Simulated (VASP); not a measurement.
# Cr (Pm-3m) in VASP: a series of runs

Cr is run at these levels: BLYP; tasks: single point.

Program: VASP 6.6.1. These are calculated values, not measurements. Logs are shortened: lines on timing, memory, paths and dates and some standing lists are left out, and cuts for length are marked.

## (1) The cell of the first run

It takes space group Pm-3m (No. 221, cubic). The conventional cell has a = 2.366 Å, b = 2.366 Å, c = 2.366 Å, α = 90.00°, β = 90.00°, γ = 90.00°. Within 3.1 Å of Cr (site symmetry m-3m) lie 6 Cr at 2.37 Å.

## (2) Single point, BLYP, collinear spin, ferromagnetic start

File INCAR:

```
AGGAC    = 1.0          
AGGAX    = 1.0          
ALDAC    = 0.0          
ALDAX    = 1.0          
ALGO     = Normal         # electronic algorithm
EDIFF    = 1E-6           # SCF threshold, eV
ENCUT    = 520            # plane-wave cutoff, eV
GGA      = B5             # functional
ISIF     = 2              # what is computed and relaxed
ISMEAR   = -1             # smearing method
ISPIN    = 2              # spin polarisation
LASPH    = True           # aspherical terms in the spheres
LCHARG   = False          # write CHGCAR
LMAXMIX  = 4              # l up to which the mixer works
LORBIT   = 11             # projections on sites
LREAL    = False          # projectors in reciprocal space
LWAVE    = False          # write WAVECAR
MAGMOM   = 1.5            # initial moments
NBANDS   = 16             # bands
NELM     = 150            # most SCF steps
PREC     = Accurate       # precision mode
SIGMA    = 0.05           # smearing width, eV
```

File KPOINTS:

```
k-points
0
Gamma
  13 13 13
```

File POSCAR:

```
Cr
1.0
    2.3659666632      0.0000000000      0.0000000000
    0.0000000000      2.3659666632      0.0000000000
    0.0000000000      0.0000000000      2.3659666632
Cr
1
Direct
    0.0000000000      0.0000000000      0.0000000000
```

Potentials or basis: VASP PAW PBE potentials, release 64 (Cr_pv).

Command:

```sh
cat potpaw_PBE.64/Cr_pv/POTCAR > POTCAR
mpirun -np 1 vasp_std > vasp.out
```

OUTCAR:

```text
EDIFF = 1E-6
   ENCUT = 520
   GGA = B5
   ISIF = 2
   ISMEAR = -1
   ISPIN = 2
   LASPH = True
   LORBIT = 11
   LREAL = False
   NELM = 150
   PREC = Accurate

 ion  position               nearest neighbor table
   1  0.000  0.000  0.000-

  LATTYP: Found a simple cubic cell.
 ALAT       =     2.3659666632

  Lattice vectors:

 A1 = (   2.3659666632,   0.0000000000,   0.0000000000)
 A2 = (   0.0000000000,   2.3659666632,   0.0000000000)
 A3 = (   0.0000000000,   0.0000000000,   2.3659666632)

Analysis of symmetry for initial positions (statically):
=====================================================================
 Subroutine PRICEL returns:
 Original cell was already a primitive cell.

 Routine SETGRP: Setting up the symmetry group for a
 simple cubic supercell.

 Subroutine GETGRP returns: Found 48 space group operations
 (whereof 48 operations were pure point group operations)
 out of a pool of 48 trial point group operations.

The static configuration has the point symmetry O_h .

Analysis of symmetry for dynamics (positions and initial velocities):
=====================================================================
 Subroutine PRICEL returns:
 Original cell was already a primitive cell.

 Routine SETGRP: Setting up the symmetry group for a
 simple cubic supercell.

 Subroutine GETGRP returns: Found 48 space group operations
 (whereof 48 operations were pure point group operations)
 out of a pool of 48 trial point group operations.

The dynamic configuration has the point symmetry O_h .

Analysis of structural, dynamic, and magnetic symmetry:
=====================================================================
 Subroutine PRICEL returns:
 Original cell was already a primitive cell.

 Routine SETGRP: Setting up the symmetry group for a
 simple cubic supercell.

 Subroutine GETGRP returns: Found 48 space group operations
 (whereof 48 operations were pure point group operations)
 out of a pool of 48 trial point group operations.

The overall configuration has the point symmetry O_h .

 Subroutine INISYM returns: Found 48 space group operations
 (whereof 48 operations are pure point group operations),
 and found     1 'primitive' translations

----------------------------------------------------------------------------------------

                                     Primitive cell

  volume of cell :      13.2442

  direct lattice vectors                    reciprocal lattice vectors
[... 95 lines left out ...]
   PSTRESS=    0.0 pullay stress
   NELECT =      12.0000    total number of electrons
   NUPDOWN=      -1.0000    fix difference up-down
   EMIN   =  10.00;   EMAX   =-10.00  energy-range for DOS
   EFERMI =   0.00;   METHOD = LEGACY
   ISMEAR =    -1;   SIGMA  =   0.05  broadening in eV -4-tet -1-fermi 0-gaus
   EFERMI_NEDOS =   21; number of points for ismear=-14 and -15
   IALGO  =     38    algorithm
   IMIX   =      4    mixing-type and parameters
     AMIX     =   0.40;   BMIX     =  1.00
     AMIX_MAG =   1.60;   BMIX_MAG =  1.00
  volume/ion in A,a.u.               =      13.24        89.38
  Fermi-wavevector in a.u.,A,eV,Ry     =   1.584139  2.993589 34.143772  2.509496
  Thomas-Fermi vector in A             =   2.683802
   LORBIT       =     11    0 simple, 1 ext, 2 COOP (PROOUT), +10 PAW based schemes
   GGA     = B5    functional components
   LHFCALC =     F    Hartree Fock is set to
   AEXX    =    0.0000 exact exchange contribution
   IVDW    =     0    specifies the selected vdW correction
   LEPSILON=     F    determine dielectric tensor
   LRPA    =     F    only Hartree local field effects (RPA)
 spin polarized calculation
  energy-cutoff  :      520.00
  volume of cell :       13.24
 maximum number of plane-waves:       365
 NGX is ok and might be reduce to    18
   NGX =  9   NGY =  9   NGZ =  9

 number of electron      12.0000022 magnetization      -0.0021280

 number of electron      12.0000022 magnetization       0.0000051

 Free energy of the ion-electron system (eV)
  ---------------------------------------------------
  ext. energy  EPLUGINS =         0.00000000
  ---------------------------------------------------
  free energy    TOTEN  =        -7.50088168 eV

  energy without entropy =       -7.49021922  energy(sigma->0) =       -7.49555045

 E-fermi :   9.7039     XC(G=0): -12.1781

 val. band max:        9.6690279151   @ k =   0.3846   0.1538   0.1538
 cond. band min:       9.7357509006   @ k =   0.3846   0.3077   0.1538
 fundamental gap:      0.0667229855
 Fermi energy:         9.7038974363

 spin component 1

 k-point     1 :       0.0000    0.0000    0.0000
  band No.  band energies     occupation
      1     -32.7408      1.00000
      2     -32.7408      1.00000
      3     -32.7408      1.00000
      4       2.6765      1.00000
      5       6.5964      1.00000
      6       6.5964      1.00000
[... 435 lines left out ...]
      5       7.5745      1.00000
      6      10.2739      0.00001
[... 8 lines left out ...]
     15      37.3821      0.00000
     16      39.8840      0.00000

 [... further k-points ...]

 spin component 2

 k-point     1 :       0.0000    0.0000    0.0000
  band No.  band energies     occupation
      1     -32.7408      1.00000
      2     -32.7408      1.00000
      3     -32.7408      1.00000
      4       2.6765      1.00000
      5       6.5964      1.00000
      6       6.5964      1.00000
[... 435 lines left out ...]
      5       7.5745      1.00000
      6      10.2739      0.00001
[... 8 lines left out ...]
     15      37.3821      0.00000
     16      39.8839      0.00000

 [... further k-points ...]
[... 5 lines left out ...]
  --------------------------------------------------------------------------------------
  -------------------------------------------------------------------------------------
  Total       -0.0019540     -0.0019540     -0.0019540     -0.0000000      0.0000000     -0.0000000
  in kB       -0.2363817     -0.2363817     -0.2363817     -0.0000000      0.0000000     -0.0000000
  external PRESSURE =      -0.2363817 kB  Pullay stress =       0.0000000 kB

 VOLUME and BASIS-vectors are now :
 -----------------------------------------------------------------------------
  energy-cutoff  :      520.00
  volume of cell :       13.24
      direct lattice vectors                 reciprocal lattice vectors
     2.365966663  0.000000000  0.000000000     0.422660224  0.000000000  0.000000000
     0.000000000  2.365966663  0.000000000     0.000000000  0.422660224  0.000000000
     0.000000000  0.000000000  2.365966663     0.000000000  0.000000000  0.422660224

 POSITION                                       TOTAL-FORCE (eV/Angst)
 -----------------------------------------------------------------------------------
      0.00000      0.00000      0.00000         0.000000      0.000000      0.000000
 -----------------------------------------------------------------------------------
    total drift:                                0.000000      0.000000      0.000000

  FREE ENERGIE OF THE ION-ELECTRON SYSTEM (eV)
  ---------------------------------------------------
  free  energy   TOTEN  =        -7.5008816800 eV

  energy  without entropy=       -7.4902192214  energy(sigma->0) =       -7.49555045

 total charge

# of ion       s       p       d       tot
------------------------------------------
    1        0.401   6.277   4.358  11.036

 magnetization (x)

# of ion       s       p       d       tot
------------------------------------------
    1       -0.000   0.000   0.000   0.000
```

Wall time 14 s (1 thread of Intel Xeon 6975P-C (Granite Rapids), shared host); peak memory 0.14 GiB.

What came out:

```yaml
Free_energy: -7.5009 eV
Pressure: 0.0 GPa
Band_gap_on_the_k_mesh: zero (filled and empty bands overlap)
Net_moment: 0.00 μB per cell
Valence_electrons_inside_the_program's_atomic_spheres: Cr 11.04
```

Caveat: the starting moments collapsed, and a magnetic state may lie lower; the PAW data sets were made with another functional, which shifts forces and pressure a little.

## (3) Single point, BLYP, collinear spin, ferromagnetic start (volume scaled by 0.88)

File INCAR:

```
AGGAC = 1.0 ; AGGAX = 1.0
ALDAC = 0.0 ; ALDAX = 1.0
ALGO = Normal ; EDIFF = 1E-6
ENCUT = 520 ; GGA = B5
ISIF = 2 ; ISMEAR = -1
ISPIN = 2 ; LASPH = True
LCHARG = False ; LMAXMIX = 4
LORBIT = 11 ; LREAL = False
LWAVE = False ; MAGMOM = 1.5
NBANDS = 16 ; NELM = 150
PREC = Accurate ; SIGMA = 0.05
```

File KPOINTS:

```
k-points
0
Gamma
  15 15 15
```

File POSCAR:

```
Cr
1.0
    2.2672679302      0.0000000000      0.0000000000
    0.0000000000      2.2672679302      0.0000000000
    0.0000000000      0.0000000000      2.2672679302
Cr
1
Direct
    0.0000000000      0.0000000000      0.0000000000
```

Potentials or basis: VASP PAW PBE potentials, release 64 (Cr_pv).

Command:

```sh
cat potpaw_PBE.64/Cr_pv/POTCAR > POTCAR
mpirun -np 1 vasp_std > vasp.out
```

It took 16 s on 1 thread of Intel Xeon 6975P-C (Granite Rapids), shared host; peak memory 0.14 GiB.

Results (log left out):

```
Free energy                                           : -7.3465 eV
Pressure                                              : 29.9 GPa
Band gap on the k mesh                                : zero (filled and empty bands overlap)
Net moment                                            : 0.00 μB per cell
Valence electrons inside the program's atomic spheres : Cr 11.29
```

Levels at points of the mesh, in eV from the Fermi level:
Spin up:
```
           k point  band 4  band 5  band 6  band 7  band 8  band 9
(0.00, 0.00, 0.00)   -7.43   -3.60   -3.60    2.81    2.81    2.81
```
Spin down:
```
           k point  band 3  band 4  band 5  band 6  band 7  band 8  band 9  band 10
(0.00, 0.00, 0.00)  -42.23   -7.43   -3.60   -3.60    2.82    2.82    2.82     7.32
```

Caveat: the starting moments collapsed, and a magnetic state may lie lower; the PAW data sets were made with another functional, which shifts forces and pressure a little.

## (4) Single point, BLYP, collinear spin, ferromagnetic start (volume scaled by 0.92)

File INCAR:

```
SYSTEM = Cr
AGGAC = 1.0
AGGAX = 1.0
ALDAC = 0.0
ALDAX = 1.0
ALGO = Normal
EDIFF = 1E-6
ENCUT = 520
GGA = B5
ISIF = 2
ISMEAR = -1
ISPIN = 2
LASPH = .TRUE.
LCHARG = .FALSE.
LMAXMIX = 4
LORBIT = 11
LREAL = .FALSE.
LWAVE = .FALSE.
MAGMOM = 1.5
NBANDS = 16
NELM = 150
PREC = Accurate
SIGMA = 0.05
```

File KPOINTS:

```
k-points
0
G
  15 15 15
  0 0 0
```

File POSCAR:

```
Cr
1.0
    2.3011127398      0.0000000000      0.0000000000
    0.0000000000      2.3011127398      0.0000000000
    0.0000000000      0.0000000000      2.3011127398
Cr
1
Direct
    0.0000000000      0.0000000000      0.0000000000
```

Command:

```sh
cat potpaw_PBE.64/Cr_pv/POTCAR > POTCAR
mpirun -np 1 vasp_std > vasp.out
```

It took 16 s on 1 thread of Intel Xeon 6975P-C (Granite Rapids), shared host; peak memory 0.14 GiB.

Results (log left out):

```
Free energy                                           : -7.4255 eV
Pressure                                              : 18.2 GPa
Band gap on the k mesh                                : zero (filled and empty bands overlap)
Net moment                                            : 0.01 μB per cell
Valence electrons inside the program's atomic spheres : Cr 11.20
```

Levels at points of the mesh, in eV from the Fermi level:
Spin up:
```tsv
k point	band 3	band 4	band 5	band 6	band 7	band 8	band 9	band 10
(0.00, 0.00, 0.00)	-42.29	-7.27	-3.40	-3.40	2.66	2.66	2.66	7.27
```
Spin down:
| k point | band 3 | band 4 | band 5 | band 6 | band 7 | band 8 | band 9 | band 10 |
| --- | --- | --- | --- | --- | --- | --- | --- | --- |
| (0.00, 0.00, 0.00) | -42.28 | -7.27 | -3.39 | -3.39 | 2.66 | 2.66 | 2.66 | 7.28 |

Caveat: the starting moments collapsed, and a magnetic state may lie lower; the PAW data sets were made with another functional, which shifts forces and pressure a little.
